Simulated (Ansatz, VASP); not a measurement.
**TaN: VASP beside Ansatz**

The input INCAR:

```
PREC     = Accurate       # precision mode
ENCUT    = 520            # plane-wave cutoff, eV
EDIFF    = 1E-6           # SCF threshold, eV
ISMEAR   = 0              # smearing method
SIGMA    = 0.05           # smearing width, eV
LREAL    = False          # projectors in reciprocal space
LASPH    = True           # aspherical terms in the spheres
NELM     = 150            # most SCF steps
ALGO     = Normal         # electronic algorithm
ISIF     = 2              # what is computed and relaxed
LWAVE    = False          # write WAVECAR
LCHARG   = False          # write CHGCAR
ISPIN    = 2              # spin polarisation
MAGMOM   = 0 0 0 0 0 0 0 0 # initial moments
LORBIT   = 11             # projections on sites
LMAXMIX  = 4              # l up to which the mixer works
LDAU     = True           # DFT+U
LDAUTYPE = 2            
LDAUL    = 2 -1           # shell
LDAUU    = 2 0            # U, eV
LDAUJ    = 0 0          
LDAUPRINT= 1            
GGA      = PE             # functional
NBANDS   = 46             # bands
```

File KPOINTS:

```
regular mesh
0
Gamma
  7 7 4
```

Contents of POSCAR:

```
TaN
1.0
    3.0500020400      0.0000000000      0.0000000000
   -3.0500020400      5.2827585000      0.0000000000
    0.0000000000      0.0000000000      4.9400015300
Ta N
4 4
Direct
    0.3333333333      0.3333333334      0.0000000000
    0.6666666667      0.1666666666      0.5000000000
    0.3333333333      0.8333333333      0.0000000000
    0.6666666667      0.6666666666      0.5000000000
    0.3333333333      0.3333333334      0.3850000000
    0.6666666667      0.1666666666      0.8850000000
    0.3333333333      0.8333333333      0.3850000000
    0.6666666667      0.6666666666      0.8850000000
```

Input for Ansatz:

```yaml
crystal:
  lattice:
    - [3.05000204, 0.0, 0.0]
    - [-3.05000204, 5.2827585, 0.0]
    - [0.0, 0.0, 4.94000153]
  atoms:
    - { symbol: Ta, position: [0.3333333333, 0.3333333334, 0.0], spin: 2.0 }
    - { symbol: Ta, position: [0.6666666667, 0.1666666666, 0.5], spin: 2.0 }
    - { symbol: "N", position: [0.3333333333, 0.3333333334, 0.385] }
    - { symbol: "N", position: [0.6666666667, 0.1666666666, 0.885] }
    - { symbol: Ta, position: [0.3333333333, 0.8333333333, 0.0], spin: 2.0 }
    - { symbol: Ta, position: [0.6666666667, 0.6666666666, 0.5], spin: 2.0 }
    - { symbol: "N", position: [0.3333333333, 0.8333333333, 0.385] }
    - { symbol: "N", position: [0.6666666667, 0.6666666666, 0.885] }
basis:
  ecutwfc: 420
  ecutrho_ratio: 4
kpoints:
  mp_grid: { grid: [7, 7, 4] }
hamiltonian:
  xc: pbe
  hubbard:
    sites:
      - { site: 0, l: d, u_eff: 2.0, starting_ns: [{ spin: up, occupation_matrix: s0up }, { spin: down, occupation_matrix: s0down }] }
      - { site: 1, l: d, u_eff: 2.0, starting_ns: [{ spin: up, occupation_matrix: s1up }, { spin: down, occupation_matrix: s1down }] }
      - { site: 4, l: d, u_eff: 2.0, starting_ns: [{ spin: up, occupation_matrix: s4up }, { spin: down, occupation_matrix: s4down }] }
      - { site: 5, l: d, u_eff: 2.0, starting_ns: [{ spin: up, occupation_matrix: s5up }, { spin: down, occupation_matrix: s5down }] }
    occupation_matrices:
      s0up:
        matrix:
          - [0.02069, 0.0, -0.01338, 0.02186, 0.0]
          - [0.0, 0.28495, 0.0, 0.0, -0.42604]
          - [-0.01338, 0.0, 0.27865, -0.42266, 0.0]
          - [0.02186, 0.0, -0.42266, 0.71066, 0.0]
          - [0.0, -0.42604, 0.0, 0.0, 0.70505]
      s0down:
        matrix:
          - [0.02, 0.0, 0.0, 0.0, 0.0]
          - [0.0, 0.02, 0.0, 0.0, 0.0]
          - [0.0, 0.0, 0.02, 0.0, 0.0]
          - [0.0, 0.0, 0.0, 0.02, 0.0]
          - [0.0, 0.0, 0.0, 0.0, 0.02]
      s1up:
        matrix:
          - [0.02069, 0.0, 0.01338, 0.02186, 0.0]
          - [0.0, 0.28495, 0.0, 0.0, 0.42604]
          - [0.01338, 0.0, 0.27865, 0.42266, 0.0]
          - [0.02186, 0.0, 0.42266, 0.71066, 0.0]
          - [0.0, 0.42604, 0.0, 0.0, 0.70505]
      s1down:
        matrix:
          - [0.02, 0.0, 0.0, 0.0, 0.0]
          - [0.0, 0.02, 0.0, 0.0, 0.0]
          - [0.0, 0.0, 0.02, 0.0, 0.0]
          - [0.0, 0.0, 0.0, 0.02, 0.0]
          - [0.0, 0.0, 0.0, 0.0, 0.02]
      s4up:
        matrix:
          - [0.02069, 0.0, -0.01338, 0.02186, 0.0]
          - [0.0, 0.28495, 0.0, 0.0, -0.42604]
          - [-0.01338, 0.0, 0.27865, -0.42266, 0.0]
          - [0.02186, 0.0, -0.42266, 0.71066, 0.0]
          - [0.0, -0.42604, 0.0, 0.0, 0.70505]
      s4down:
        matrix:
          - [0.02, 0.0, 0.0, 0.0, 0.0]
          - [0.0, 0.02, 0.0, 0.0, 0.0]
          - [0.0, 0.0, 0.02, 0.0, 0.0]
          - [0.0, 0.0, 0.0, 0.02, 0.0]
          - [0.0, 0.0, 0.0, 0.0, 0.02]
      s5up:
        matrix:
          - [0.02069, 0.0, 0.01338, 0.02186, 0.0]
          - [0.0, 0.28495, 0.0, 0.0, 0.42604]
          - [0.01338, 0.0, 0.27865, 0.42266, 0.0]
          - [0.02186, 0.0, 0.42266, 0.71066, 0.0]
          - [0.0, 0.42604, 0.0, 0.0, 0.70505]
      s5down:
        matrix:
          - [0.02, 0.0, 0.0, 0.0, 0.0]
          - [0.0, 0.02, 0.0, 0.0, 0.0]
          - [0.0, 0.0, 0.02, 0.0, 0.0]
          - [0.0, 0.0, 0.0, 0.02, 0.0]
          - [0.0, 0.0, 0.0, 0.0, 0.02]
    ns_hold: { iters: 10 }
scf:
  occupations: { method: gaussian, width: 0.05 }
  lower_state_search: "off"
  max_iter: 150
output:
  forces: true
  stress: true
  eigenvalues: true
  populations: true
  hubbard:
    sites:
      - { site: 0, l: d }
      - { site: 1, l: d }
      - { site: 4, l: d }
      - { site: 5, l: d }
  write_density: true
  write_potential: true
  elf: true
  volumetric_format: npy
magnetization:
  spin_polarized: true
```

Alike in both runs: task single point; functional PBE; k mesh 7 × 7 × 4; occupations gaussian, width 0.05 eV; collinear spin; Hubbard terms Ta d U = 2.0 eV.

|  | VASP | Ansatz |
| --- | --- | --- |
| version | VASP 6.6.1 | Ansatz 0.2.0 |
| potentials or method | VASP PAW PBE potentials, release 64 (Ta_pv, N), cutoff 520 eV | scalar-relativistic, plane waves, PAW |
| valence electrons in the cell | 64 | 72 |

Ansatz gave:

| Item | Value |
| --- | --- |
| gap on the k mesh at the Fermi level (eV) | none |
| rms of the force components (eV/Å) | 1.253 |
| net moment per atom (μB) | 0.00 |

Task: What did VASP give for the same quantities?

Result: gap on the k mesh at the Fermi level (eV): none; rms of the force components (eV/Å): 1.324; net moment per atom (μB): 0.00.

The programs project onto different local orbitals, so the same U acts differently, and such runs can settle in different states. A gap of «none» marks a metal or a gap that the smearing closes. VASP's potentials hold 64 valence electrons a cell and Ansatz's 72, so a difference there can come from the potentials and not from the codes. Ansatz's warnings: filled band counts differ across k points, seeded moment not kept, specified occupation not kept.

Spin-orbit coupling is off throughout.
